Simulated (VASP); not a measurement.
Input of a VASP 6.6.1 run:

INCAR

```
SYSTEM = GaN
PREC     = Accurate       ! precision mode
ENCUT    = 520            ! plane-wave cutoff, eV
EDIFF    = 1E-7           ! SCF threshold, eV
ISMEAR   = -1             ! smearing method
SIGMA    = 0.01           ! smearing width, eV
LREAL    = .False.        ! projectors in reciprocal space
LASPH    = .True.         ! aspherical terms in the spheres
NELM     = 100            ! most SCF steps
ALGO     = Normal         ! electronic algorithm
ISIF     = 2              ! what is computed and relaxed
LWAVE    = .False.        ! write WAVECAR
LCHARG   = .True.         ! write CHGCAR
GGA      = PE             ! functional
LELF     = .True.         ! ELF
LVHAR    = .True.       
NBANDS   = 26             ! bands
ISYM     = 0
```

KPOINTS

```
Automatic mesh
0
Gamma
  6 6 4
  0.5 0.5 0.5
```

POSCAR

```
GaN
1.0
    3.2186213461      0.0000000003      0.0000000000
   -1.6093106727      2.7874078503      0.0000000000
    0.0000000000      0.0000000000      5.2435339950
Ga N
2 2
Direct
    0.6666666667      0.3333333333      0.4991368700
    0.3333333333      0.6666666667      0.9991368700
    0.6666666667      0.3333333333      0.8758631300
    0.3333333333      0.6666666667      0.3758631300
```

Potentials or basis: VASP PAW PBE potentials, release 64 (Ga_d, N).

Launch:

```bash
$ cat potpaw_PBE.64/Ga_d/POTCAR potpaw_PBE.64/N/POTCAR > POTCAR
$ mpirun -np 1 vasp_std > vasp.out
```

Problem. Predict the pressure.

Solution. 0.1 GPa.

Problem. Predict the band gap on the k mesh.

Solution. 2.72 eV, direct.

A k mesh can miss the band edges. As with any semilocal functional, this PBE gap is likely too small.
